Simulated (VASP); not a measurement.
# CdSe (Pm-3m) in VASP: notebook, part 2 of 2

VASP 6.6.1. Earlier steps stand in the parts before.

**3. Single point, PBEsol**

Contents of INCAR:

```
SYSTEM = CdSe
ALGO = Normal ; EDIFF = 1E-6
ENCUT = 500 ; GGA = PS
GGA_COMPAT = .False. ; ISIF = 2
ISMEAR = -1 ; LASPH = .True.
LCHARG = .True. ; LELF = .True.
LREAL = .False. ; LVHAR = .True.
LWAVE = .False. ; NBANDS = 16
NELM = 120 ; PREC = Accurate
SIGMA = 0.2
```

Contents of KPOINTS:

```
k-points
0
Gamma
  6 6 6
  0 0 0
```

Contents of POSCAR:

```
CdSe
1.0
    3.5331017334      0.0000000000      0.0000000000
    0.0000000000      3.5331017334      0.0000000000
    0.0000000000      0.0000000000      3.5331017334
Cd Se
1 1
Direct
    0.0000000000      0.0000000000      0.0000000000
    0.5000000000      0.5000000000      0.5000000000
```

Potentials or basis: VASP PAW PBE potentials, release 64 (Cd, Se).

The run is started by

```sh
cat potpaw_PBE.64/Cd/POTCAR potpaw_PBE.64/Se/POTCAR > POTCAR
mpirun -np 1 vasp_std > vasp.out
```

OUTCAR:

```text
SYSTEM = CdSe
   EDIFF = 1E-6
   ENCUT = 500
   GGA = PS
   ISIF = 2
   ISMEAR = -1
   LASPH = .True.
   LREAL = .False.
   NELM = 120
   PREC = Accurate

 ion  position               nearest neighbor table
   1  0.000  0.000  0.000-   2 3.06   2 3.06   2 3.06   2 3.06   2 3.06   2 3.06   2 3.06   2 3.06

   2  0.500  0.500  0.500-   1 3.06   1 3.06   1 3.06   1 3.06   1 3.06   1 3.06   1 3.06   1 3.06

  LATTYP: Found a simple cubic cell.
 ALAT       =     3.5331017334

  Lattice vectors:

 A1 = (   3.5331017334,   0.0000000000,   0.0000000000)
 A2 = (   0.0000000000,   3.5331017334,   0.0000000000)
 A3 = (   0.0000000000,   0.0000000000,   3.5331017334)

Analysis of symmetry for initial positions (statically):
=====================================================================
 Subroutine PRICEL returns:
 Original cell was already a primitive cell.

 Routine SETGRP: Setting up the symmetry group for a
 simple cubic supercell.

 Subroutine GETGRP returns: Found 48 space group operations
 (whereof 48 operations were pure point group operations)
 out of a pool of 48 trial point group operations.

The static configuration has the point symmetry O_h .

Analysis of symmetry for dynamics (positions and initial velocities):
=====================================================================
 Subroutine PRICEL returns:
 Original cell was already a primitive cell.

 Routine SETGRP: Setting up the symmetry group for a
 simple cubic supercell.

 Subroutine GETGRP returns: Found 48 space group operations
 (whereof 48 operations were pure point group operations)
 out of a pool of 48 trial point group operations.

The dynamic configuration has the point symmetry O_h .

 Subroutine INISYM returns: Found 48 space group operations
 (whereof 48 operations are pure point group operations),
 and found     1 'primitive' translations

[... 107 lines left out ...]
   IMIX   =      4    mixing-type and parameters
     AMIX     =   0.40;   BMIX     =  1.00
     AMIX_MAG =   1.60;   BMIX_MAG =  1.00
  volume/ion in A,a.u.               =      22.05       148.81
  Fermi-wavevector in a.u.,A,eV,Ry     =   1.214347  2.294783 20.063682  1.474639
  Thomas-Fermi vector in A             =   2.349770
   LORBIT       =      0    0 simple, 1 ext, 2 COOP (PROOUT), +10 PAW based schemes
   GGA     = PS    functional components
   LHFCALC =     F    Hartree Fock is set to
   AEXX    =    0.0000 exact exchange contribution
   IVDW    =     0    specifies the selected vdW correction
   LEPSILON=     F    determine dielectric tensor
   LRPA    =     F    only Hartree local field effects (RPA)
 non-spin polarized calculation
  energy-cutoff  :      500.00
  volume of cell :       44.10
 maximum number of plane-waves:      1141
 NGX is ok and might be reduce to    28
   NGX = 13   NGY = 13   NGZ = 13

 number of electron      17.9999995 magnetization

 Free energy of the ion-electron system (eV)
  ---------------------------------------------------
  ext. energy  EPLUGINS =         0.00000000
  ---------------------------------------------------
  free energy    TOTEN  =        -5.17678772 eV

  energy without entropy =       -5.01000550  energy(sigma->0) =       -5.09339661

 E-fermi :   3.3124     XC(G=0): -10.6742

 val. band max:        3.1029621852   @ k =   0.5000   0.3333   0.0000
 cond. band min:       3.3235292219   @ k =   0.3333   0.3333   0.0000
 fundamental gap:      0.2205670367
 Fermi energy:         3.3124483236

 k-point     1 :       0.0000    0.0000    0.0000
  band No.  band energies     occupation
      1     -10.4558      2.00000
      2      -5.3709      2.00000
      3      -5.3709      2.00000
      4      -4.9237      2.00000
      5      -4.9237      2.00000
      6      -4.9237      2.00000
[... 357 lines left out ...]
      3      -5.5097      2.00000
      4      -5.5097      2.00000
      5      -4.7442      2.00000
      6      -4.7442      2.00000
[... 8 lines left out ...]
     15      20.2199      0.00000
     16      20.2199      0.00000

------------------------ aborting loop because EDIFF is reached ----------------------------------------

  FORCE on cell =-STRESS in cart. coord.  units (eV):
  Direction    XX          YY          ZZ          XY          YZ          ZX
  --------------------------------------------------------------------------------------
  -------------------------------------------------------------------------------------
  Total       -0.5958146     -0.5958146     -0.5958146     -0.0000000      0.0000000     -0.0000000
  in kB      -21.6447856    -21.6447856    -21.6447856     -0.0000000      0.0000000     -0.0000000
  external PRESSURE =     -21.6447856 kB  Pullay stress =       0.0000000 kB

 VOLUME and BASIS-vectors are now :
 -----------------------------------------------------------------------------
  energy-cutoff  :      500.00
  volume of cell :       44.10
      direct lattice vectors                 reciprocal lattice vectors
     3.533101733  0.000000000  0.000000000     0.283037420  0.000000000  0.000000000
     0.000000000  3.533101733  0.000000000     0.000000000  0.283037420  0.000000000
     0.000000000  0.000000000  3.533101733     0.000000000  0.000000000  0.283037420

 POSITION                                       TOTAL-FORCE (eV/Angst)
 -----------------------------------------------------------------------------------
      0.00000      0.00000      0.00000         0.000000      0.000000      0.000000
      1.76655      1.76655      1.76655         0.000000      0.000000      0.000000
 -----------------------------------------------------------------------------------
    total drift:                               -0.000000      0.000000     -0.000000

  FREE ENERGIE OF THE ION-ELECTRON SYSTEM (eV)
  ---------------------------------------------------
  free  energy   TOTEN  =        -5.1767877240 eV

  energy  without entropy=       -5.0100054986  energy(sigma->0) =       -5.09339661
```

OSZICAR:

```text
N       E                     dE             d eps       ncg     rms          rms(c)
DAV:   1     0.103877848246E+03    0.10388E+03   -0.89175E+03   640   0.102E+03
DAV:   2    -0.207900632561E+01   -0.10596E+03   -0.98998E+02   784   0.247E+02
DAV:   3    -0.563405566037E+01   -0.35550E+01   -0.35444E+01   712   0.466E+01
DAV:   4    -0.564353254839E+01   -0.94769E-02   -0.94766E-02   840   0.240E+00
DAV:   5    -0.564356447876E+01   -0.31930E-04   -0.31930E-04   744   0.125E-01    0.473E+00
DAV:   6    -0.518782453934E+01    0.45574E+00   -0.84460E-01   704   0.106E+01    0.426E+00
DAV:   7    -0.518170699949E+01    0.61175E-02   -0.62391E-02   696   0.215E+00    0.221E+00
DAV:   8    -0.517694117194E+01    0.47658E-02   -0.70548E-03   704   0.852E-01    0.189E-01
DAV:   9    -0.517676905484E+01    0.17212E-03   -0.40385E-04   832   0.238E-01    0.513E-02
DAV:  10    -0.517679038582E+01   -0.21331E-04   -0.69238E-05   664   0.876E-02    0.154E-02
DAV:  11    -0.517678764878E+01    0.27370E-05   -0.51938E-06   704   0.206E-02    0.290E-03
DAV:  12    -0.517678772403E+01   -0.75253E-07   -0.79611E-07   392   0.779E-03
   1 F= -.51767877E+01 E0= -.50933966E+01  d E =-.166782E+00
```

It took 25 s on 1 thread of Intel Xeon 8259CL, shared host; peak memory 0.16 GiB.

What came out:

* Free energy: -5.1768 eV
* Pressure: -2.2 GPa
* Band gap on the k mesh: zero (band 9 reaches 3.39 eV, above the bottom of band 10 at 2.08 eV)

Caveat: the PAW data sets were made with another functional, which shifts forces and pressure a little.

**4. Single point, PBEsol, collinear spin, zero start**

Contents of INCAR:

```
PREC     = Accurate       # precision mode
ENCUT    = 500            # plane-wave cutoff, eV
EDIFF    = 1E-6           # SCF threshold, eV
ISMEAR   = -1             # smearing method
SIGMA    = 0.02           # smearing width, eV
LREAL    = F              # projectors in reciprocal space
LASPH    = T              # aspherical terms in the spheres
NELM     = 200            # most SCF steps
ALGO     = Normal         # electronic algorithm
ISIF     = 2              # what is computed and relaxed
LWAVE    = F              # write WAVECAR
LCHARG   = T              # write CHGCAR
ISPIN    = 2              # spin polarisation
MAGMOM   = 0 0            # initial moments
LORBIT   = 11             # projections on sites
GGA      = PS             # functional
LELF     = T              # ELF
LVHAR    = T            
NBANDS   = 20             # bands
GGA_COMPAT= F
```

Contents of KPOINTS:

```
Automatic mesh
0
Gamma
  6 6 6
```

POSCAR is that of step 3.

Potentials or basis: VASP PAW PBE potentials, release 64 (Cd, Se).

The run is started by

```sh
cat potpaw_PBE.64/Cd/POTCAR potpaw_PBE.64/Se/POTCAR > POTCAR
mpirun -np 1 vasp_std > vasp.out
```

OUTCAR:

```text
PREC = Accurate
   ENCUT = 500
   EDIFF = 1E-6
   ISMEAR = -1
   LREAL = F
   LASPH = T
   NELM = 200
   ISIF = 2
   ISPIN = 2
   LORBIT = 11
   GGA = PS

 ion  position               nearest neighbor table
   1  0.000  0.000  0.000-   2 3.06   2 3.06   2 3.06   2 3.06   2 3.06   2 3.06   2 3.06   2 3.06

   2  0.500  0.500  0.500-   1 3.06   1 3.06   1 3.06   1 3.06   1 3.06   1 3.06   1 3.06   1 3.06

  LATTYP: Found a simple cubic cell.
 ALAT       =     3.5331017334

  Lattice vectors:

 A1 = (   3.5331017334,   0.0000000000,   0.0000000000)
 A2 = (   0.0000000000,   3.5331017334,   0.0000000000)
 A3 = (   0.0000000000,   0.0000000000,   3.5331017334)

Analysis of symmetry for initial positions (statically):
=====================================================================
 Subroutine PRICEL returns:
 Original cell was already a primitive cell.

 Routine SETGRP: Setting up the symmetry group for a
 simple cubic supercell.

 Subroutine GETGRP returns: Found 48 space group operations
 (whereof 48 operations were pure point group operations)
 out of a pool of 48 trial point group operations.

The static configuration has the point symmetry O_h .

Analysis of symmetry for dynamics (positions and initial velocities):
=====================================================================
 Subroutine PRICEL returns:
 Original cell was already a primitive cell.

 Routine SETGRP: Setting up the symmetry group for a
 simple cubic supercell.

 Subroutine GETGRP returns: Found 48 space group operations
 (whereof 48 operations were pure point group operations)
 out of a pool of 48 trial point group operations.

The dynamic configuration has the point symmetry O_h .

Analysis of structural, dynamic, and magnetic symmetry:
=====================================================================
 Subroutine PRICEL returns:
 Original cell was already a primitive cell.

 Routine SETGRP: Setting up the symmetry group for a
 simple cubic supercell.

 Subroutine GETGRP returns: Found 48 space group operations
 (whereof 48 operations were pure point group operations)
 out of a pool of 48 trial point group operations.

The overall configuration has the point symmetry O_h .

 Subroutine INISYM returns: Found 48 space group operations
 (whereof 48 operations are pure point group operations),
 and found     1 'primitive' translations

----------------------------------------------------------------------------------------

                                     Primitive cell

  volume of cell :      44.1030

  direct lattice vectors                    reciprocal lattice vectors
     3.533101733  0.000000000  0.000000000     0.283037420  0.000000000  0.000000000
     0.000000000  3.533101733  0.000000000     0.000000000  0.283037420  0.000000000
     0.000000000  0.000000000  3.533101733     0.000000000  0.000000000  0.283037420

  length of vectors
     3.533101733  3.533101733  3.533101733     0.283037420  0.283037420  0.283037420

  position of ions in fractional coordinates (direct lattice)
     0.000000000  0.000000000  0.000000000
     0.500000000  0.500000000  0.500000000

  ion indices of the primitive-cell ions
[... 62 lines left out ...]
   ISTART =      0    job   : 0-new  1-cont  2-samecut
   ICHARG =      2    charge: 1-file 2-atom 10-const
   ISPIN  =      2    spin polarized calculation?
   LNONCOLLINEAR =      F non collinear calculations
   LSORBIT =      F    spin-orbit coupling
   LASPH  =      T    aspherical Exc in radial PAW
   ENCUT  =  500.0 eV  36.75 Ry    6.06 a.u.   6.44  6.44  6.44*2*pi/ulx,y,z
   NELM   =    200;   NELMIN=  2; NELMDL= -5     # of ELM steps
   EDIFF  = 0.1E-05   stopping-criterion for ELM
   LREAL  =      F    real-space projection
   EDIFFG = 0.1E-04   stopping-criterion for IOM
   NSW    =      0    number of steps for IOM
   IBRION =     -1    ionic relax: 0-MD 1-quasi-New 2-CG
   NFREE  =      0    steps in history (QN), initial steepest desc. (CG)
   ISIF   =      2    stress and relaxation
   ISYM   =      2    0-nonsym 1-usesym 2-fastsym
   POTIM  = 0.5000    time-step for ionic-motion
   TEBEG  =    0.0;   TEEND  =   0.0 temperature during run
   PSTRESS=    0.0 pullay stress
   NELECT =      18.0000    total number of electrons
   NUPDOWN=      -1.0000    fix difference up-down
   EMIN   =  10.00;   EMAX   =-10.00  energy-range for DOS
   EFERMI =   0.00;   METHOD = LEGACY
   ISMEAR =    -1;   SIGMA  =   0.02  broadening in eV -4-tet -1-fermi 0-gaus
   EFERMI_NEDOS =   21; number of points for ismear=-14 and -15
   IALGO  =     38    algorithm
   IMIX   =      4    mixing-type and parameters
     AMIX     =   0.40;   BMIX     =  1.00
     AMIX_MAG =   1.60;   BMIX_MAG =  1.00
  volume/ion in A,a.u.               =      22.05       148.81
  Fermi-wavevector in a.u.,A,eV,Ry     =   1.214347  2.294783 20.063682  1.474639
  Thomas-Fermi vector in A             =   2.349770
   LORBIT       =     11    0 simple, 1 ext, 2 COOP (PROOUT), +10 PAW based schemes
   GGA     = PS    functional components
   LHFCALC =     F    Hartree Fock is set to
   AEXX    =    0.0000 exact exchange contribution
   IVDW    =     0    specifies the selected vdW correction
   LEPSILON=     F    determine dielectric tensor
   LRPA    =     F    only Hartree local field effects (RPA)
 spin polarized calculation
  energy-cutoff  :      500.00
  volume of cell :       44.10
 maximum number of plane-waves:      1141
 NGX is ok and might be reduce to    28
   NGX = 13   NGY = 13   NGZ = 13

 number of electron      17.9999995 magnetization      -0.0000004

 number of electron      17.9999995 magnetization       0.0000182

 Free energy of the ion-electron system (eV)
  ---------------------------------------------------
  ext. energy  EPLUGINS =         0.00000000
  ---------------------------------------------------
  free energy    TOTEN  =        -5.07509594 eV

  energy without entropy =       -5.06999344  energy(sigma->0) =       -5.07254469

 E-fermi :   3.3535     XC(G=0): -10.6741

 val. band max:        3.3342280702   @ k =   0.3333   0.3333   0.0000
 cond. band min:       3.3662362439   @ k =   0.5000   0.0000   0.0000
 fundamental gap:      0.0320081738
 Fermi energy:         3.3535088358

 spin component 1

 k-point     1 :       0.0000    0.0000    0.0000
  band No.  band energies     occupation
      1     -10.4457      1.00000
      2      -5.3859      1.00000
      3      -5.3859      1.00000
      4      -4.9388      1.00000
      5      -4.9388      1.00000
      6      -4.9388      1.00000
[... 436 lines left out ...]
      6      -4.7600      1.00000
[... 12 lines left out ...]
     19      24.3627      0.00000
     20      24.3627      0.00000
 Fermi energy:         3.3535088358

 spin component 2

 k-point     1 :       0.0000    0.0000    0.0000
  band No.  band energies     occupation
      1     -10.4457      1.00000
      2      -5.3859      1.00000
      3      -5.3859      1.00000
      4      -4.9388      1.00000
      5      -4.9388      1.00000
      6      -4.9388      1.00000
[... 449 lines left out ...]
     19      24.3627      0.00000
     20      24.3627      0.00000

------------------------ aborting loop because EDIFF is reached ----------------------------------------

  FORCE on cell =-STRESS in cart. coord.  units (eV):
  Direction    XX          YY          ZZ          XY          YZ          ZX
  --------------------------------------------------------------------------------------
  -------------------------------------------------------------------------------------
  Total       -0.6934791     -0.6934791     -0.6934791     -0.0000000      0.0000000      0.0000000
  in kB      -25.1927460    -25.1927460    -25.1927460     -0.0000000      0.0000000      0.0000000
  external PRESSURE =     -25.1927460 kB  Pullay stress =       0.0000000 kB

 VOLUME and BASIS-vectors are now :
 -----------------------------------------------------------------------------
  energy-cutoff  :      500.00
  volume of cell :       44.10
      direct lattice vectors                 reciprocal lattice vectors
     3.533101733  0.000000000  0.000000000     0.283037420  0.000000000  0.000000000
     0.000000000  3.533101733  0.000000000     0.000000000  0.283037420  0.000000000
     0.000000000  0.000000000  3.533101733     0.000000000  0.000000000  0.283037420

 POSITION                                       TOTAL-FORCE (eV/Angst)
 -----------------------------------------------------------------------------------
      0.00000      0.00000      0.00000         0.000000      0.000000      0.000000
      1.76655      1.76655      1.76655         0.000000      0.000000      0.000000
 -----------------------------------------------------------------------------------
    total drift:                               -0.000000      0.000000     -0.000000

  FREE ENERGIE OF THE ION-ELECTRON SYSTEM (eV)
  ---------------------------------------------------
  free  energy   TOTEN  =        -5.0750959444 eV

  energy  without entropy=       -5.0699934381  energy(sigma->0) =       -5.07254469

 total charge

# of ion       s       p       d       tot
------------------------------------------
    1        0.429   0.200   9.556  10.185
    2        1.495   2.226   0.026   3.747
--------------------------------------------------
tot          1.923   2.427   9.582  13.932

 magnetization (x)

# of ion       s       p       d       tot
------------------------------------------
    1        0.000   0.000   0.000   0.000
    2        0.000   0.000   0.000   0.000
--------------------------------------------------
tot          0.000   0.000   0.000   0.000
```

It took 64 s on 1 thread of Intel Xeon 8259CL, shared host; peak memory 0.18 GiB.

Results:

| Property | Result |
| --- | --- |
| Free energy | -5.0751 eV |
| Pressure | -2.5 GPa |
| Band gap on the k mesh | zero (filled and empty bands overlap) |
| Net moment | 0.00 μB per cell |
| Valence electrons inside the program's atomic spheres | Cd 10.19; Se 3.75 |

Levels at points of the mesh, in eV from the Fermi level:
Spin up:
| k point | band 5 | band 6 | band 7 | band 8 | band 9 | band 10 | band 11 | band 12 | band 13 | band 14 |
| --- | --- | --- | --- | --- | --- | --- | --- | --- | --- | --- |
| (0.00, 0.00, 0.00) | -8.29 | -8.29 | -1.66 | -1.27 | -1.27 | -1.27 | 6.00 | 6.00 | 10.63 | 10.63 |
| (0.50, 0.00, 0.00) | -8.51 | -8.27 | -6.11 | 0.01 | 0.01 | 2.61 | 3.94 | 6.52 | 6.52 | 6.89 |
| (0.50, 0.50, 0.00) | -8.12 | -8.07 | -4.56 | -4.56 | -1.58 | 0.14 | 7.10 | 7.10 | 8.04 | 10.01 |
| (0.50, 0.50, 0.50) | -8.11 | -8.11 | -2.27 | -2.27 | -2.27 | 1.30 | 1.30 | 1.30 | 1.60 | 16.87 |
Spin down:
```csv
k point,band 7,band 8,band 9,band 10,band 11,band 12
"(0.00, 0.00, 0.00)",-1.66,-1.27,-1.27,-1.27,6.00,6.00
"(0.50, 0.00, 0.00)",-6.11,0.01,0.01,2.61,3.94,6.52
"(0.50, 0.50, 0.00)",-4.56,-4.56,-1.58,0.14,7.10,7.10
"(0.50, 0.50, 0.50)",-2.27,-2.27,-2.27,1.30,1.30,1.30
```

Caveat: the PAW data sets were made with another functional, which shifts forces and pressure a little.

**5. Summary**

```csv
spin,smearing,gap on the mesh (eV),pressure (GPa)
off,fermi-dirac 0.02 eV,none,-2.5
off,fermi-dirac 0.2 eV,none,-2.2
"collinear, zero start",fermi-dirac 0.02 eV,none,-2.5
```

Alike in all rows: task single point; level PBEsol; potentials or basis VASP PAW PBE potentials, release 64 (Cd, Se); cell as given; k mesh 6 × 6 × 6; cutoff (eV) 500.

Every run on the cell as given and a fine mesh finds a metal.

Caveats: the PAW data sets were made with another functional, which shifts forces and pressure a little.

Total energies depend on the potentials used, so only differences within one code and one set of settings carry meaning.
